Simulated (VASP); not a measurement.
# Mg4FeO3 (P4/nmm) in VASP: a series of runs

The runs below take Mg4FeO3 through single point, relaxation of cell and atoms, with PBE.

Program: VASP 6.6.1. These are calculated values, not measurements. Logs are shortened: lines on timing, memory, paths and dates and some standing lists are left out, and cuts for length are marked.

## (1) The cell of the first run

The structure is tetragonal, space group P4/nmm (No. 129). The conventional cell has a = 2.968 Å, b = 2.968 Å, c = 21.076 Å, α = 90.00°, β = 90.00°, γ = 90.00°. Mg (site symmetry 4mm) has 6 O at 2.10 to 2.15 Å within 2.8 Å. Mg (site symmetry 4mm) has 6 O at 2.10 to 2.15 Å within 2.8 Å. Mg (site symmetry 4mm) has 5 O at 2.10 to 2.19 Å within 2.8 Å. Mg (site symmetry 4mm) has 4 Fe at 2.77 Å and 8 Mg at 2.97 to 3.29 Å within 3.6 Å. Fe (site symmetry 4mm) has 1 O at 2.12 Å and 4 Mg at 2.77 Å within 2.8 Å. O (site symmetry 4mm) has 6 Mg at 2.10 to 2.19 Å within 2.8 Å. O (site symmetry 4mm) has 6 Mg at 2.10 to 2.15 Å within 2.8 Å. O (site symmetry 4mm) has 5 Mg at 2.10 to 2.13 Å and 1 Fe at 2.12 Å within 2.8 Å.

## (2) Single point, PBE, collinear spin, ferromagnetic start

File INCAR:

```
SYSTEM = Mg4FeO3
ALGO = Normal
EDIFF = 1E-6
ENCUT = 600
GGA = PE
GGA_COMPAT = .FALSE.
ISIF = 2
ISMEAR = 0
ISPIN = 2
LASPH = .TRUE.
LCHARG = .FALSE.
LMAXMIX = 4
LORBIT = 11
LREAL = .FALSE.
LWAVE = .FALSE.
MAGMOM = 0 0 0 0 0 0 0 0 4 4 0 0 0 0 0 0
NBANDS = 52
NELM = 200
PREC = Accurate
SIGMA = 0.2
```

File KPOINTS:

```
k-points
0
G
  5 5 1
  0 0 0
```

File POSCAR:

```
Mg4FeO3
1.0
    2.9681781788      0.0000000000      0.0000000000
    0.0000000000      2.9681781788      0.0000000000
    0.0000000000      0.0000000000     21.0756118295
Mg Fe O
8 2 6
Direct
    0.0000000000      0.5000000000      0.9489688863
    0.5000000000      0.0000000000      0.8472585769
    0.0000000000      0.5000000000      0.7430527154
    0.5000000000      0.0000000000      0.0510311137
    0.0000000000      0.5000000000      0.1527414231
    0.5000000000      0.0000000000      0.2569472846
    0.0000000000      0.5000000000      0.5602371007
    0.5000000000      0.0000000000      0.4397628993
    0.5000000000      0.0000000000      0.6457611037
    0.0000000000      0.5000000000      0.3542388963
    0.0000000000      0.5000000000      0.8468244046
    0.5000000000      0.0000000000      0.9490490558
    0.5000000000      0.0000000000      0.7461572310
    0.5000000000      0.0000000000      0.1531755954
    0.0000000000      0.5000000000      0.0509509442
    0.0000000000      0.5000000000      0.2538427690
```

Potentials or basis: VASP PAW PBE potentials, release 64 (Mg, Fe, O).

On the command line:

```console
cat potpaw_PBE.64/Mg/POTCAR potpaw_PBE.64/Fe/POTCAR potpaw_PBE.64/O/POTCAR > POTCAR
mpirun -np 1 vasp_std > vasp.out
```

OUTCAR:

```text
SYSTEM = Mg4FeO3
   EDIFF = 1E-6
   ENCUT = 600
   GGA = PE
   ISIF = 2
   ISMEAR = 0
   ISPIN = 2
   LASPH = .TRUE.
   LORBIT = 11
   LREAL = .FALSE.
   NELM = 200
   PREC = Accurate

 ion  position               nearest neighbor table
   1  0.000  0.500  0.949-  12 2.10  12 2.10  12 2.10  12 2.10  15 2.15  11 2.15   2 3.00   2 3.00
                             2 3.00   2 3.00   4 3.01   4 3.01   4 3.01   4 3.01
   2  0.500  0.000  0.847-  11 2.10  11 2.10  11 2.10  11 2.10  13 2.13  12 2.15   1 3.00   1 3.00
                             1 3.00   1 3.00   3 3.04   3 3.04   3 3.04   3 3.04
   3  0.000  0.500  0.743-  13 2.10  13 2.10  13 2.10  13 2.10  11 2.19   9 2.93   9 2.93   9 2.93
                             9 2.93   2 3.04   2 3.04   2 3.04   2 3.04
   4  0.500  0.000  0.051-  15 2.10  15 2.10  15 2.10  15 2.10  12 2.15  14 2.15   5 3.00   5 3.00
                             5 3.00   5 3.00   1 3.01   1 3.01   1 3.01   1 3.01
   5  0.000  0.500  0.153-  14 2.10  14 2.10  14 2.10  14 2.10  16 2.13  15 2.15   4 3.00   4 3.00
                             4 3.00   4 3.00   6 3.04   6 3.04   6 3.04   6 3.04
   6  0.500  0.000  0.257-  16 2.10  16 2.10  16 2.10  16 2.10  14 2.19  10 2.93  10 2.93  10 2.93
                            10 2.93   5 3.04   5 3.04   5 3.04   5 3.04
   7  0.000  0.500  0.560-   9 2.77   9 2.77   9 2.77   9 2.77   8 3.29   8 3.29   8 3.29   8 3.29

   8  0.500  0.000  0.440-  10 2.77  10 2.77  10 2.77  10 2.77   7 3.29   7 3.29   7 3.29   7 3.29

   9  0.500  0.000  0.646-  13 2.12   7 2.77   7 2.77   7 2.77   7 2.77   3 2.93   3 2.93   3 2.93
                             3 2.93
  10  0.000  0.500  0.354-  16 2.12   8 2.77   8 2.77   8 2.77   8 2.77   6 2.93   6 2.93   6 2.93
                             6 2.93
  11  0.000  0.500  0.847-   2 2.10   2 2.10   2 2.10   2 2.10   1 2.15   3 2.19
  12  0.500  0.000  0.949-   1 2.10   1 2.10   1 2.10   1 2.10   2 2.15   4 2.15
  13  0.500  0.000  0.746-   3 2.10   3 2.10   3 2.10   3 2.10   9 2.12   2 2.13
  14  0.500  0.000  0.153-   5 2.10   5 2.10   5 2.10   5 2.10   4 2.15   6 2.19
  15  0.000  0.500  0.051-   4 2.10   4 2.10   4 2.10   4 2.10   5 2.15   1 2.15
  16  0.000  0.500  0.254-   6 2.10   6 2.10   6 2.10   6 2.10  10 2.12   5 2.13

  LATTYP: Found a simple tetragonal cell.
 ALAT       =     2.9681781788
 C/A-ratio  =     7.1005211143

  Lattice vectors:

 A1 = (   2.9681781788,   0.0000000000,   0.0000000000)
 A2 = (   0.0000000000,   2.9681781788,   0.0000000000)
 A3 = (   0.0000000000,   0.0000000000,  21.0756118295)

Analysis of symmetry for initial positions (statically):
=====================================================================
 Subroutine PRICEL returns:
 Original cell was already a primitive cell.

 Routine SETGRP: Setting up the symmetry group for a
 simple tetragonal supercell.

 Subroutine GETGRP returns: Found 16 space group operations
 (whereof  8 operations were pure point group operations)
 out of a pool of 16 trial point group operations.

The static configuration has the point symmetry D_2d.
 The point group associated with its full space group is D_4h.

Analysis of symmetry for dynamics (positions and initial velocities):
[... 192 lines left out ...]
 spin component 1

 k-point     1 :       0.0000    0.0000    0.0000
  band No.  band energies     occupation
      1     -15.1316      1.00000
      2     -15.0246      1.00000
      3     -14.7893      1.00000
      4     -14.4108      1.00000
      5     -14.0251      1.00000
      6     -13.7803      1.00000
[... 283 lines left out ...]
     45      11.4782      0.00000
     46      11.7823      0.00000
 Fermi energy:         5.1736363720

 spin component 2

 k-point     1 :       0.0000    0.0000    0.0000
  band No.  band energies     occupation
      1     -15.1184      1.00000
      2     -14.9954      1.00000
      3     -14.7630      1.00000
      4     -14.3934      1.00000
      5     -14.0144      1.00000
      6     -13.7766      1.00000
[... 283 lines left out ...]
     45      11.7892      0.00000
     46      11.7965      0.00000
 [bands above 46 left out]

------------------------ aborting loop because EDIFF is reached ----------------------------------------

  FORCE on cell =-STRESS in cart. coord.  units (eV):
  Direction    XX          YY          ZZ          XY          YZ          ZX
  --------------------------------------------------------------------------------------
  -------------------------------------------------------------------------------------
  Total       -0.8692789     -0.8692789     -0.9020487     -0.0000000      0.0000000     -0.0000000
  in kB       -7.5008345     -7.5008345     -7.7835986     -0.0000000      0.0000000     -0.0000000
  external PRESSURE =      -7.5950892 kB  Pullay stress =       0.0000000 kB

 VOLUME and BASIS-vectors are now :
 -----------------------------------------------------------------------------
  energy-cutoff  :      600.00
  volume of cell :      185.68
      direct lattice vectors                 reciprocal lattice vectors
     2.968178179  0.000000000  0.000000000     0.336906998  0.000000000  0.000000000
     0.000000000  2.968178179  0.000000000     0.000000000  0.336906998  0.000000000
     0.000000000  0.000000000 21.075611830     0.000000000  0.000000000  0.047448207

 POSITION                                       TOTAL-FORCE (eV/Angst)
 -----------------------------------------------------------------------------------
      0.00000      1.48409     20.00010         0.000000      0.000000      0.000324
      1.48409      0.00000     17.85649         0.000000      0.000000      0.004271
      0.00000      1.48409     15.66029         0.000000      0.000000      0.020555
      1.48409      0.00000      1.07551         0.000000     -0.000000     -0.000324
      0.00000      1.48409      3.21912         0.000000      0.000000     -0.004271
      1.48409      0.00000      5.41532        -0.000000      0.000000     -0.020555
[... 8 lines left out ...]
      0.00000      1.48409      1.07382         0.000000     -0.000000     -0.001031
      0.00000      1.48409      5.34989        -0.000000      0.000000     -0.026192
 -----------------------------------------------------------------------------------
    total drift:                                0.000000      0.000000      0.000000

  FREE ENERGIE OF THE ION-ELECTRON SYSTEM (eV)
  ---------------------------------------------------
  free  energy   TOTEN  =       -88.0922070215 eV

  energy  without entropy=      -88.0175926052  energy(sigma->0) =      -88.05489981

 total charge

# of ion       s       p       d       tot
------------------------------------------
    1        0.147   0.175   0.077   0.399
    2        0.147   0.175   0.077   0.399
    3        0.144   0.168   0.069   0.382
    4        0.147   0.175   0.077   0.399
    5        0.147   0.175   0.077   0.399
    6        0.144   0.168   0.069   0.382
[... 8 lines left out ...]
   15        1.539   3.556   0.000   5.094
   16        1.543   3.528   0.000   5.071
--------------------------------------------------
tot         11.294  23.264  12.824  47.382

 magnetization (x)

# of ion       s       p       d       tot
------------------------------------------
    1        0.000  -0.000   0.000  -0.000
    2        0.001   0.001   0.000   0.001
    3       -0.005  -0.007  -0.001  -0.013
    4        0.000  -0.000   0.000  -0.000
    5        0.001   0.001   0.000   0.001
    6       -0.005  -0.007  -0.001  -0.013
[... 8 lines left out ...]
   15        0.000   0.000   0.000   0.000
   16        0.001   0.025   0.000   0.026
--------------------------------------------------
tot          0.007   0.002   5.361   5.371
```

stdout:

```text
POSCAR found type information on POSCAR MgFeO
 POSCAR found :  3 types and      16 ions
 scaLAPACK will be used
 LDA part: xc-table for (Slater+PW92), standard interpolation
 POSCAR, INCAR and KPOINTS ok, starting setup
 FFT: planning ... GRIDC
 FFT: planning ... GRID_SOFT
 FFT: planning ... GRID
 WAVECAR not read
 entering main loop
```

It took 3.1 min on 1 thread of Intel Xeon 6975P-C (Granite Rapids), shared host; peak memory 0.44 GiB.

What came out:

- Free energy: -88.0922 eV
- Pressure: -0.8 GPa
- Largest force: 0.026 eV/Å
- Net moment: 5.14 μB per cell
- Site moments: Mg -0.00, +0.00, -0.01, -0.03 (each value once); Fe +2.70; O +0.00, +0.03 (each value once) μB
- Valence electrons inside the program's atomic spheres: Mg 0.40, 0.38, 0.39 (each value once); Fe 6.87; O 5.09, 5.07 (each value once)

Forces on the atoms (eV/Å):
```
Mg   0.000  0.000  0.000
Mg   0.000  0.000  0.004
Mg   0.000  0.000  0.021
Mg   0.000  0.000  0.000
Mg   0.000  0.000 -0.004
Mg   0.000  0.000 -0.021
Mg   0.000  0.000  0.000
Mg   0.000  0.000  0.000
Fe   0.000  0.000 -0.019
Fe   0.000  0.000  0.019
O    0.000  0.000  0.001
O    0.000  0.000  0.001
O    0.000  0.000  0.026
O    0.000  0.000 -0.001
O    0.000  0.000 -0.001
O    0.000  0.000 -0.026
```

Caveat: the k points lie up to 0.42 Å⁻¹ apart; only a ferromagnetic start was run, and an antiferromagnetic order may lie lower in energy. With open d or f shells a metallic result of PBE can be an artefact of self-interaction; +U or a hybrid may open a gap.

## (3) Relaxation of cell and atoms, PBE, collinear spin, ferromagnetic start

This run uses another cell than the first one, of 12.21 Å³/atom.

File INCAR:

```
PREC = Accurate
ENCUT = 600
EDIFF = 1E-7
ISMEAR = 0
SIGMA = 0.2
LREAL = F
LASPH = T
NELM = 200
ALGO = Normal
ISIF = 3
LWAVE = F
LCHARG = F
ISPIN = 2
MAGMOM = 0 0 0 0 0 0 0 0 4 4 0 0 0 0 0 0
LORBIT = 11
LMAXMIX = 4
GGA = PE
IBRION = 2
NSW = 36
EDIFFG = -0.08
GGA_COMPAT = F
NELMIN = 4
```

File KPOINTS:

```
regular mesh
0
Gamma
  5 5 1
```

File POSCAR:

```
Mg4FeO3
1.0
    2.9800000000      0.0000000000      0.0000000000
    0.0000000000      2.9800000000      0.0000000000
    0.0000000000      0.0000000000     22.0000000000
Mg Fe O
8 2 6
Direct
    0.0000000000      0.5000000000      0.9520000000
    0.5000000000      0.0000000000      0.8570000000
    0.0000000000      0.5000000000      0.7610000000
    0.5000000000      0.0000000000      0.0480000000
    0.0000000000      0.5000000000      0.1430000000
    0.5000000000      0.0000000000      0.2390000000
    0.0000000000      0.5000000000      0.5650000000
    0.5000000000      0.0000000000      0.4350000000
    0.5000000000      0.0000000000      0.6700000000
    0.0000000000      0.5000000000      0.3300000000
    0.0000000000      0.5000000000      0.8570000000
    0.5000000000      0.0000000000      0.9520000000
    0.5000000000      0.0000000000      0.7610000000
    0.5000000000      0.0000000000      0.1430000000
    0.0000000000      0.5000000000      0.0480000000
    0.0000000000      0.5000000000      0.2390000000
```

Potentials or basis: VASP PAW PBE potentials, release 64 (Mg, Fe, O).

On the command line:

```console
cat potpaw_PBE.64/Mg/POTCAR potpaw_PBE.64/Fe/POTCAR potpaw_PBE.64/O/POTCAR > POTCAR
mpirun -np 1 vasp_std > vasp.out
```

Run time: 54 min. Hardware: 1 thread of Intel Xeon 6975P-C (Granite Rapids), shared host; peak memory 0.46 GiB.

The run converged. Its results:

* Free energy: -88.1081 eV
* Relaxed volume: 11.55 Å³/atom
* Relaxed cell: a = 2.964 Å, b = 2.964 Å, c = 21.026 Å, α = 90.00°, β = 90.00°, γ = 90.00°
* Space group after relaxing (to 0.1 Å): P4/nmm (No. 129)
* Energy gained by relaxing: 46.9 meV/atom
* Ionic steps: 25
* Pressure after relaxing: -0.1 GPa
* Largest force after relaxing: 0.060 eV/Å
* Net moment: 5.13 μB per cell
* Site moments: Mg +0.00, -0.01, -0.03 (each value once); Fe +2.70; O +0.00, -0.00, +0.03 (each value once) μB
* Valence electrons inside the program's atomic spheres: Mg 0.41, 0.40, 0.39 (each value once); Fe 6.87; O 5.09, 5.10, 5.07 (each value once)

Forces on the atoms (eV/Å):
```
Mg   0.000  0.000 -0.060
Mg   0.000  0.000 -0.046
Mg   0.000  0.000 -0.033
Mg   0.000  0.000  0.060
Mg   0.000  0.000  0.046
Mg   0.000  0.000  0.033
Mg   0.000  0.000  0.009
Mg   0.000  0.000 -0.009
Fe   0.000  0.000  0.012
Fe   0.000  0.000 -0.012
O    0.000  0.000  0.016
O    0.000  0.000  0.012
O    0.000  0.000 -0.026
O    0.000  0.000 -0.016
O    0.000  0.000 -0.012
O    0.000  0.000  0.026
```

Stress tensor (GPa, compression positive):
```
-0.15  0.00  0.00
 0.00 -0.15  0.00
 0.00  0.00  0.06
```

The path:
| step | energy change (eV) | largest force (eV/Å) | pressure (GPa) | volume (Å³) |
| --- | --- | --- | --- | --- |
| 1 | 0.0000 | 1.4516 | -1.48 | 195.37 |
| 2 | -0.2364 | 0.7036 | -0.52 | 192.19 |
| 3 | -0.2417 | 0.8880 | -0.27 | 191.61 |
| 4 | -0.3568 | 0.6084 | 0.41 | 189.95 |
| 5 | -0.4092 | 0.7628 | 1.57 | 187.77 |
| 6 | -0.4812 | 0.4342 | 0.64 | 188.94 |
| 7 | -0.4951 | 0.3666 | 0.10 | 189.72 |
| 8 | -0.5220 | 0.2679 | -0.26 | 190.07 |
| 9 | -0.5544 | 0.4072 | -1.20 | 191.05 |
| 10 | -0.5723 | 0.3813 | -0.96 | 190.48 |
| 11 | -0.6101 | 0.3045 | -0.18 | 188.80 |
| 12 | -0.5992 | 0.6713 | 1.71 | 185.45 |
| 13 | -0.6209 | 0.3227 | 0.50 | 187.50 |
| 14 | -0.6342 | 0.2845 | 0.20 | 187.83 |
| 15 | -0.6447 | 0.2203 | -0.35 | 188.46 |
| 16 | -0.6572 | 0.1453 | -0.29 | 188.14 |
| 17 | -0.6768 | 0.2017 | -0.06 | 187.19 |
| 18 | -0.6910 | 0.1953 | 0.01 | 186.79 |
| 19 | -0.7090 | 0.3585 | 0.26 | 185.62 |
| 20 | -0.7170 | 0.3411 | 0.21 | 185.48 |
| 21 | -0.7340 | 0.2911 | 0.08 | 185.07 |
| 22 | -0.7295 | 0.3098 | -0.08 | 184.24 |
| 23 | -0.7390 | 0.2535 | 0.01 | 184.75 |
| 24 | -0.7472 | 0.1162 | -0.04 | 184.74 |
| 25 | -0.7498 | 0.0595 | -0.08 | 184.73 |

Final structure:
```
CELL_PARAMETERS angstrom
2.96406 0.00000 0.00000
0.00000 2.96406 0.00000
0.00000 0.00000 21.02630
ATOMIC_POSITIONS crystal
Mg 0.00000 0.50000 0.94943
Mg 0.50000 0.00000 0.84814
Mg 0.00000 0.50000 0.74417
Mg 0.50000 0.00000 0.05057
Mg 0.00000 0.50000 0.15186
Mg 0.50000 0.00000 0.25583
Mg 0.00000 0.50000 0.56025
Mg 0.50000 0.00000 0.43975
Fe 0.50000 0.00000 0.64614
Fe 0.00000 0.50000 0.35386
O 0.00000 0.50000 0.84760
O 0.50000 0.00000 0.94936
O 0.50000 0.00000 0.74717
O 0.50000 0.00000 0.15240
O 0.00000 0.50000 0.05064
O 0.00000 0.50000 0.25283
```

Levels at points of the mesh, in eV from the Fermi level:
Spin up:
```tsv
k point	band 35	band 36	band 37	band 38	band 39	band 40
(0.00, 0.00, 0.00)	-2.00	-2.00	-1.29	0.63	1.22	2.62
```
Spin down:
```tsv
k point	band 28	band 29	band 30	band 31	band 32	band 33	band 34	band 35
(0.00, 0.00, 0.00)	-1.99	-1.21	-1.21	0.34	0.45	0.45	0.46	0.46
```

Caveat: the k points lie up to 0.42 Å⁻¹ apart in the final cell; only a ferromagnetic start was run, and an antiferromagnetic order may lie lower in energy; the relaxation stopped at a loose force limit of 0.08 eV/Å, so its end isn't a converged minimum. With open d or f shells a metallic result of PBE can be an artefact of self-interaction; +U or a hybrid may open a gap.
